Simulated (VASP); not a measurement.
Wanted: the native input for a VASP 6.6.1 run.

- Task: single point
- Functional: r2SCAN
- Potentials or basis: VASP PAW PBE potentials, release 64 (Be)
- Cutoff: 520 eV
- k mesh: 20 × 20 × 10
- Occupations: fermi-dirac, width 0.1 eV
- Spin: no spin polarisation
- Dipole correction: no
- Further INCAR settings: ALGO = Normal; EDIFF = 1e-06; NBANDS = 9

Be:

```xyz
2
Lattice="-1.5035 1.2327 1.0999 1.2327 -1.5035 1.0999 2.7188 2.7188 -1.5958" Properties=species:S:1:pos:R:3 pbc="T T T"
Be   -1.3897    1.1189    1.0999
Be    0.4262    2.0218    0.3020
```

This cell differs from its parent crystal: volume scaled by 0.96.

One way to write it, as run:

POSCAR

```
Be
1.0
   -1.5034568122      1.2326922018      1.0999220282
    1.2326922018     -1.5034568122      1.0999220282
    2.7187968236      2.7187968236     -1.5958279081
Be
2
Direct
    0.9584149825      0.0415850175      0.0000000000
    0.7915850175      0.2084149825      0.5000000000
```

INCAR.step1

```
ALGO = Normal
EDIFF = 1E-4
ENCUT = 520
GGA = PE
ISMEAR = -1
LASPH = True
LCHARG = False
LREAL = False
LWAVE = True
NBANDS = 9
NELM = 80
PREC = Accurate
SIGMA = 0.1
```

INCAR.step2

```
ALGO = Normal
EDIFF = 1E-6
ENCUT = 520
ISIF = 2
ISMEAR = -1
ISTART = 1
LASPH = True
LCHARG = False
LMIXTAU = True
LREAL = False
LWAVE = False
METAGGA = R2SCAN
NBANDS = 9
NELM = 80
PREC = Accurate
SIGMA = 0.1
```

KPOINTS

```
k-points
0
Gamma
  20 20 10
```

Potentials or basis: VASP PAW PBE potentials, release 64 (Be).

Run with:

```bash
$ cat potpaw_PBE.64/Be/POTCAR > POTCAR
$ cp INCAR.step1 INCAR
$ mpirun -np 1 vasp_std > vasp.out
$ cp INCAR.step2 INCAR
$ mpirun -np 1 vasp_std > vasp.out
```

It gave:

| Item | Value |
| --- | --- |
| Pressure | 5.7 GPa |
| Band gap on the k mesh | zero (band 2 reaches 8.56 eV, above the bottom of band 3 at 7.00 eV) |

Caveat: the PAW data sets were made with another functional, which shifts forces and pressure a little.

Run time: 6.8 min on 1 thread of Oxide Virtual Turin-like Processor, on a shared host, peak memory 0.2 GiB.
